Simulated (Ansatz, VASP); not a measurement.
## NiO in VASP and in Ansatz

```
Ni O
1.0
     0.06274    2.12268    2.12268
     2.12268    0.06274    2.12268
     2.12268    2.12268    0.06274
Ni O
1 1
Direct
  0.00000 0.00000 0.00000
  0.50000 0.50000 0.50000
```

Change from the starting cell: equal xy, yz and zx shear strains of +3 %.

Alike in both runs: task single point; functional PBE; k mesh 17 × 17 × 17; occupations fermi-dirac, width 0.03 eV; collinear spin.

|  | VASP | Ansatz |
| --- | --- | --- |
| version | VASP 6.6.1 | Ansatz 0.2.0 |
| potentials or method | VASP PAW PBE potentials, release 64 (Ni, O), cutoff 520 eV | all-electron LAPW, scalar-relativistic |

```csv
,VASP,Ansatz,Ansatz less VASP
pressure (GPa),3.7,4.7,+0.97
"traceless stress, the component that is largest in VASP (GPa)",-1.77,-1.75,+0.018
net moment per atom (μB),0.85,0.89,+0.040
size of the moment on the site where the two differ most (μB),1.41,1.49,+0.076
```

Site moments also hang on the region over which each program counts them. Ansatz ran all-electron here, and VASP with PAW potentials.
